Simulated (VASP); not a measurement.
A run of VASP 6.6.1 is set up as follows.

Contents of INCAR:

```
PREC = Accurate ; ENCUT = 520
EDIFF = 1E-7 ; ISMEAR = 0
SIGMA = 0.1 ; LREAL = F
LASPH = T ; NELM = 80
ALGO = Fast ; ISIF = 2
LWAVE = F ; LCHARG = F
GGA = PE ; NBANDS = 42
```

Contents of KPOINTS:

```
regular mesh
0
Gamma
  4 4 4
```

Contents of POSCAR:

```
CuSn4
1.0
   -3.3256688100      3.3256688100      3.3256688100
    3.3256688100     -3.3256688100      3.3256688100
    3.3256688100      3.3256688100     -3.3256688100
Cu Sn
1 4
Direct
    0.0000000000      0.0000000000      0.0000000000
    0.5000000000      0.5000000000      0.5000000000
    0.0000000000      0.0000000000      0.5000000000
    0.0000000000      0.5000000000      0.0000000000
    0.5000000000      0.0000000000      0.0000000000
```

Potentials or basis: VASP PAW PBE potentials, release 64 (Cu, Sn_d).

Run with:

```console
$ cat potpaw_PBE.64/Cu/POTCAR potpaw_PBE.64/Sn_d/POTCAR > POTCAR
$ mpirun -np 1 vasp_std > vasp.out
```

**Question.** Estimate the pressure.

**Answer.** -4.2 GPa.
